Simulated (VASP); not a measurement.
Crystal: CsI.

```xyz
2
Lattice="4.6081 0.0000 0.0000 0.0000 4.6081 0.0000 0.0000 0.0000 4.6081" Properties=species:S:1:pos:R:3 pbc="T T T"
Cs    0.0000    0.0000    0.0000
I     2.3040    2.3040    2.3040
```

Base run:

```yaml
Program: VASP 6.6.1
Functional: r2SCAN0
Potentials_or_basis: VASP PAW PBE potentials, release 64 (Cs_sv, I)
Cutoff: 440 eV
k_mesh: 4 × 4 × 4
Occupations: gaussian, width 0.01 eV
Spin: no spin polarisation
```

Its results: band gap on the k mesh 5.87 eV (least direct gap 5.97 eV); pressure -0.1 GPa.

The run is repeated on the same cell with these changes: functional from r2SCAN0 to PBE0; cutoff from 440 eV to 400 eV. What comes out?

Band gap on the k mesh 5.47 eV (least direct gap 5.58 eV); pressure 0.1 GPa.

Caveats: the PAW data sets were made with another functional, which shifts forces and pressure a little; spin-orbit coupling is left out, which moves the levels of the heavy elements.

A k mesh can miss the band edges.
